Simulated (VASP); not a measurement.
# LaOF (P4/nmm) in VASP: further runs

The runs below take LaOF through single point, with LDA.

Everything below comes from runs of VASP 6.6.1. Logs are shortened: lines on timing, memory, paths and dates and some standing lists are left out, and cuts for length are marked.

## (1) The cell of the first run

Symmetry: P4/nmm, No. 129, tetragonal system. Conventional cell: a = 4.091 Å, b = 4.091 Å, c = 5.852 Å, α = 90.00°, β = 90.00°, γ = 90.00°. Within 3.2 Å of La (site symmetry 4mm) lie 4 F at 2.42 Å and 4 O at 2.61 Å. Within 3.4 Å of O (site symmetry -4m2) lie 4 La at 2.61 Å and 4 O at 2.89 Å and 2 F at 2.93 Å. Within 3.2 Å of F (site symmetry -4m2) lie 4 La at 2.42 Å and 4 F at 2.89 Å and 2 O at 2.93 Å.

## (2) Single point, LDA

INCAR reads:

```
SYSTEM = LaOF
ALGO = Normal
EDIFF = 1E-6
ENCUT = 600
GGA = CA
GGA_COMPAT = .FALSE.
ISIF = 2
ISMEAR = 0
LASPH = .TRUE.
LCHARG = .FALSE.
LMAXMIX = 6
LREAL = .FALSE.
LWAVE = .FALSE.
NBANDS = 33
NELM = 200
PREC = Accurate
SIGMA = 0.01
```

KPOINTS reads:

```
k-points
0
G
  2 2 2
  0 0 0
```

POSCAR reads:

```
LaOF
1.0
    4.0910000000      0.0000000000      0.0000000000
    0.0000000000      4.0910000000      0.0000000000
    0.0000000000      0.0000000000      5.8520000000
La O F
2 2 2
Direct
    1.0000000000      0.5000000000      0.7780000000
    0.5000000000      0.0000000000      0.2220000000
    1.0000000000      0.0000000000      0.5000000000
    0.5000000000      0.5000000000      0.5000000000
    1.0000000000      0.0000000000      0.0000000000
    0.5000000000      0.5000000000      0.0000000000
```

Potentials or basis: VASP PAW LDA potentials, release 64 (La, O, F).

The run is started by

```console
$ cat potpaw_LDA.64/La/POTCAR potpaw_LDA.64/O/POTCAR potpaw_LDA.64/F/POTCAR > POTCAR
$ mpirun -np 1 vasp_std > vasp.out
```

OUTCAR:

```text
SYSTEM = LaOF
   EDIFF = 1E-6
   ENCUT = 600
   GGA = CA
   ISIF = 2
   ISMEAR = 0
   LASPH = .TRUE.
   LREAL = .FALSE.
   NELM = 200
   PREC = Accurate

 ion  position               nearest neighbor table
   1  0.000  0.500  0.778-   5 2.42   6 2.42   5 2.42   6 2.42   3 2.61   3 2.61   4 2.61   4 2.61

   2  0.500  0.000  0.222-   5 2.42   6 2.42   6 2.42   5 2.42   4 2.61   3 2.61   3 2.61   4 2.61

   3  0.000  0.000  0.500-   1 2.61   2 2.61   1 2.61   2 2.61
   4  0.500  0.500  0.500-   1 2.61   2 2.61   2 2.61   1 2.61
   5  0.000  0.000  0.000-   1 2.42   2 2.42   1 2.42   2 2.42
   6  0.500  0.500  0.000-   1 2.42   2 2.42   2 2.42   1 2.42

  LATTYP: Found a simple tetragonal cell.
 ALAT       =     4.0910000000
 C/A-ratio  =     1.4304571010

  Lattice vectors:

 A1 = (   4.0910000000,   0.0000000000,   0.0000000000)
 A2 = (   0.0000000000,   4.0910000000,   0.0000000000)
 A3 = (   0.0000000000,   0.0000000000,   5.8520000000)

Analysis of symmetry for initial positions (statically):
=====================================================================
 Subroutine PRICEL returns:
 Original cell was already a primitive cell.

 Routine SETGRP: Setting up the symmetry group for a
 simple tetragonal supercell.

 Subroutine GETGRP returns: Found 16 space group operations
 (whereof  8 operations were pure point group operations)
 out of a pool of 16 trial point group operations.

The static configuration has the point symmetry D_2d.
 The point group associated with its full space group is D_4h.

Analysis of symmetry for dynamics (positions and initial velocities):
=====================================================================
 Subroutine PRICEL returns:
 Original cell was already a primitive cell.

 Routine SETGRP: Setting up the symmetry group for a
 simple tetragonal supercell.

 Subroutine GETGRP returns: Found 16 space group operations
 (whereof  8 operations were pure point group operations)
 out of a pool of 16 trial point group operations.

The dynamic configuration has the point symmetry D_2d.
 The point group associated with its full space group is D_4h.

 Subroutine INISYM returns: Found 16 space group operations
 (whereof  8 operations are pure point group operations),
 and found     1 'primitive' translations

----------------------------------------------------------------------------------------

                                     Primitive cell

  volume of cell :      97.9407

  direct lattice vectors                    reciprocal lattice vectors
     4.091000000  0.000000000  0.000000000     0.244439012  0.000000000  0.000000000
     0.000000000  4.091000000  0.000000000     0.000000000  0.244439012  0.000000000
     0.000000000  0.000000000  5.852000000     0.000000000  0.000000000  0.170881750

  length of vectors
     4.091000000  4.091000000  5.852000000     0.244439012  0.244439012  0.170881750

  position of ions in fractional coordinates (direct lattice)
     0.000000000  0.500000000  0.778000000
     0.500000000  0.000000000  0.222000000
     0.000000000  0.000000000  0.500000000
     0.500000000  0.500000000  0.500000000
     0.000000000  0.000000000  0.000000000
     0.500000000  0.500000000  0.000000000

  ion indices of the primitive-cell ions
   primitive index   ion index
                 1           1
                 2           2
                 3           3
                 4           4
                 5           5
                 6           6

----------------------------------------------------------------------------------------

 KPOINTS: k-points

Automatic generation of k-mesh.
 Grid dimensions read from file:
 generate k-points for:    2    2    2

 Generating k-lattice:

  Cartesian coordinates                     Fractional coordinates (reciprocal lattice)
     0.122219506  0.000000000  0.000000000     0.500000000  0.000000000  0.000000000
     0.000000000  0.122219506  0.000000000     0.000000000  0.500000000  0.000000000
     0.000000000  0.000000000  0.085440875     0.000000000  0.000000000  0.500000000

  Length of vectors
     0.122219506  0.122219506  0.085440875

  Shift w.r.t. Gamma in fractional coordinates (k-lattice)
     0.000000000  0.000000000  0.000000000

 Subroutine IBZKPT returns following result:
 ===========================================

 Found      6 irreducible k-points:

 Following reciprocal coordinates:
            Coordinates               Weight
  0.000000  0.000000  0.000000      1.000000
  0.500000  0.000000  0.000000      2.000000
  0.500000  0.500000  0.000000      1.000000
  0.000000  0.000000  0.500000      1.000000
  0.500000  0.000000  0.500000      2.000000
  0.500000  0.500000  0.500000      1.000000
   k-points           NKPTS =      6   k-points in BZ     NKDIM =      6   number of bands    NBANDS=     33
   number of dos      NEDOS =    301   number of ions     NIONS =      6
   total plane-waves  NPLWV =  62208
   dimension x,y,z NGX =    36 NGY =   36 NGZ =   48
   dimension x,y,z NGXF=    72 NGYF=   72 NGZF=   96
   ions per type =               2   2   2
   NGX,Y,Z   is equivalent  to a cutoff of  14.63, 14.63, 13.64 a.u.
   NGXF,Y,Z  is equivalent  to a cutoff of  29.26, 29.26, 27.27 a.u.
 SYSTEM =  LaOF
   PREC   = accura    normal or accurate (medium, high low for compatibility)
   ISTART =      0    job   : 0-new  1-cont  2-samecut
   ICHARG =      2    charge: 1-file 2-atom 10-const
   ISPIN  =      1    spin polarized calculation?
   LNONCOLLINEAR =      F non collinear calculations
   LSORBIT =      F    spin-orbit coupling
   LASPH  =      T    aspherical Exc in radial PAW
   ENCUT  =  600.0 eV  44.10 Ry    6.64 a.u.   8.17  8.17 11.69*2*pi/ulx,y,z
   NELM   =    200;   NELMIN=  2; NELMDL= -5     # of ELM steps
   EDIFF  = 0.1E-05   stopping-criterion for ELM
   LREAL  =      F    real-space projection
   EDIFFG = 0.1E-04   stopping-criterion for IOM
   NSW    =      0    number of steps for IOM
   IBRION =     -1    ionic relax: 0-MD 1-quasi-New 2-CG
   NFREE  =      0    steps in history (QN), initial steepest desc. (CG)
   ISIF   =      2    stress and relaxation
   ISYM   =      2    0-nonsym 1-usesym 2-fastsym
   POTIM  = 0.5000    time-step for ionic-motion
   TEBEG  =    0.0;   TEEND  =   0.0 temperature during run
   PSTRESS=    0.0 pullay stress
   NELECT =      48.0000    total number of electrons
   NUPDOWN=      -1.0000    fix difference up-down
   EMIN   =  10.00;   EMAX   =-10.00  energy-range for DOS
   EFERMI =   0.00;   METHOD = LEGACY
   ISMEAR =     0;   SIGMA  =   0.01  broadening in eV -4-tet -1-fermi 0-gaus
   EFERMI_NEDOS =   21; number of points for ismear=-14 and -15
   IALGO  =     38    algorithm
   IMIX   =      4    mixing-type and parameters
     AMIX     =   0.40;   BMIX     =  1.00
     AMIX_MAG =   1.60;   BMIX_MAG =  1.00
  volume/ion in A,a.u.               =      16.32       110.16
  Fermi-wavevector in a.u.,A,eV,Ry     =   1.290726  2.439119 22.666957  1.665974
  Thomas-Fermi vector in A             =   2.422540
   LORBIT       =      0    0 simple, 1 ext, 2 COOP (PROOUT), +10 PAW based schemes
   GGA     = CA    functional components
   LHFCALC =     F    Hartree Fock is set to
   AEXX    =    0.0000 exact exchange contribution
   IVDW    =     0    specifies the selected vdW correction
   LEPSILON=     F    determine dielectric tensor
   LRPA    =     F    only Hartree local field effects (RPA)
 non-spin polarized calculation
 Gauss-broadening in eV      SIGMA  =   0.01
  energy-cutoff  :      600.00
  volume of cell :       97.94
 maximum number of plane-waves:      3296
 NGX is ok and might be reduce to    36
   NGX = 17   NGY = 17   NGZ = 23

 number of electron      47.9999975 magnetization

 Free energy of the ion-electron system (eV)
  ---------------------------------------------------
  ext. energy  EPLUGINS =         0.00000000
  ---------------------------------------------------
  free energy    TOTEN  =       -47.60520377 eV

  energy without entropy =      -47.60520377  energy(sigma->0) =      -47.60520377

 E-fermi :   6.3660     XC(G=0): -10.5224

 val. band max:        6.2388115435   @ k =   0.5000   0.5000   0.0000
 cond. band min:       7.9454679906   @ k =   0.5000   0.5000   0.5000
 fundamental gap:      1.7066564471
 Fermi energy:         6.3659843990

 k-point     1 :       0.0000    0.0000    0.0000
  band No.  band energies     occupation
      1     -25.8671      2.00000
      2     -25.5029      2.00000
      3     -19.5456      2.00000
      4     -19.4965      2.00000
      5     -10.5486      2.00000
      6      -9.8303      2.00000
[... 25 lines left out ...]
     32       9.2776      0.00000
     33       9.3010      0.00000

 k-point     2 :       0.5000    0.0000    0.0000
  band No.  band energies     occupation
      1     -25.6073      2.00000
      2     -25.6073      2.00000
      3     -19.7048      2.00000
      4     -19.7048      2.00000
      5     -10.3478      2.00000
      6     -10.3478      2.00000
[... 25 lines left out ...]
     32       9.2254      0.00000
     33       9.2582      0.00000

 k-point     3 :       0.5000    0.5000    0.0000
  band No.  band energies     occupation
      1     -25.5211      2.00000
      2     -25.5211      2.00000
      3     -19.8920      2.00000
      4     -19.8920      2.00000
      5     -10.2053      2.00000
      6     -10.2053      2.00000
[... 25 lines left out ...]
     32       9.2347      0.00000
     33       9.2870      0.00000

 k-point     4 :       0.0000    0.0000    0.5000
  band No.  band energies     occupation
      1     -25.8401      2.00000
      2     -25.5334      2.00000
      3     -19.5374      2.00000
      4     -19.4961      2.00000
      5     -10.6516      2.00000
      6      -9.7700      2.00000
[... 25 lines left out ...]
     32       9.2839      0.00000
     33       9.3136      0.00000

 k-point     5 :       0.5000    0.0000    0.5000
  band No.  band energies     occupation
      1     -25.6067      2.00000
      2     -25.6067      2.00000
      3     -19.7072      2.00000
      4     -19.7072      2.00000
      5     -10.3624      2.00000
      6     -10.3624      2.00000
[... 25 lines left out ...]
     32       9.2874      0.00000
     33       9.3507      0.00000

 k-point     6 :       0.5000    0.5000    0.5000
  band No.  band energies     occupation
      1     -25.5210      2.00000
      2     -25.5210      2.00000
      3     -19.8901      2.00000
      4     -19.8901      2.00000
      5     -10.6059      2.00000
      6     -10.6059      2.00000
[... 25 lines left out ...]
     32       9.2325      0.00000
     33       9.2360      0.00000

------------------------ aborting loop because EDIFF is reached ----------------------------------------

  FORCE on cell =-STRESS in cart. coord.  units (eV):
  Direction    XX          YY          ZZ          XY          YZ          ZX
  --------------------------------------------------------------------------------------
  -------------------------------------------------------------------------------------
  Total       -1.9696672     -1.9696672    -11.6459414      0.0000000      0.0000000      0.0000000
  in kB      -32.2210843    -32.2210843   -190.5118116      0.0000000      0.0000000      0.0000000
  external PRESSURE =     -84.9846600 kB  Pullay stress =       0.0000000 kB

 VOLUME and BASIS-vectors are now :
 -----------------------------------------------------------------------------
  energy-cutoff  :      600.00
  volume of cell :       97.94
      direct lattice vectors                 reciprocal lattice vectors
     4.091000000  0.000000000  0.000000000     0.244439012  0.000000000  0.000000000
     0.000000000  4.091000000  0.000000000     0.000000000  0.244439012  0.000000000
     0.000000000  0.000000000  5.852000000     0.000000000  0.000000000  0.170881750

 POSITION                                       TOTAL-FORCE (eV/Angst)
 -----------------------------------------------------------------------------------
      0.00000      2.04550      4.55286         0.000000     -0.000000     -7.751512
      2.04550      0.00000      1.29914         0.000000      0.000000      7.751512
      0.00000      0.00000      2.92600         0.000000      0.000000      0.000000
      2.04550      2.04550      2.92600         0.000000      0.000000      0.000000
      0.00000      0.00000      0.00000         0.000000      0.000000      0.000000
      2.04550      2.04550      0.00000         0.000000     -0.000000      0.000000
 -----------------------------------------------------------------------------------
    total drift:                                0.000000      0.000000      0.000000

  FREE ENERGIE OF THE ION-ELECTRON SYSTEM (eV)
  ---------------------------------------------------
  free  energy   TOTEN  =       -47.6052037657 eV

  energy  without entropy=      -47.6052037657  energy(sigma->0) =      -47.60520377
```

It took 56 s on 1 thread of Intel Xeon Platinum 8375C at 2.90GHz (Ice Lake), shared host; peak memory 0.2 GiB.

What came out:

```
Free energy            : -47.6052 eV
Pressure               : -8.5 GPa
Largest force          : 7.752 eV/Å
Band gap on the k mesh : 1.71 eV (least direct gap 1.71 eV)
```

Forces in eV/Å, atoms in the order of the input:
```
La   0.000  0.000 -7.752
La   0.000  0.000  7.752
O    0.000  0.000  0.000
O    0.000  0.000  0.000
F    0.000  0.000  0.000
F    0.000  0.000  0.000
```

Caveat: the k points lie up to 0.77 Å⁻¹ apart; spin-orbit coupling is left out, which moves the levels of the heavy elements; forces of over 1 eV/Å act on the atoms, so gaps and moduli don't describe the material at rest. A k mesh can miss the band edges.

(Part 1 of 2 ends here.)
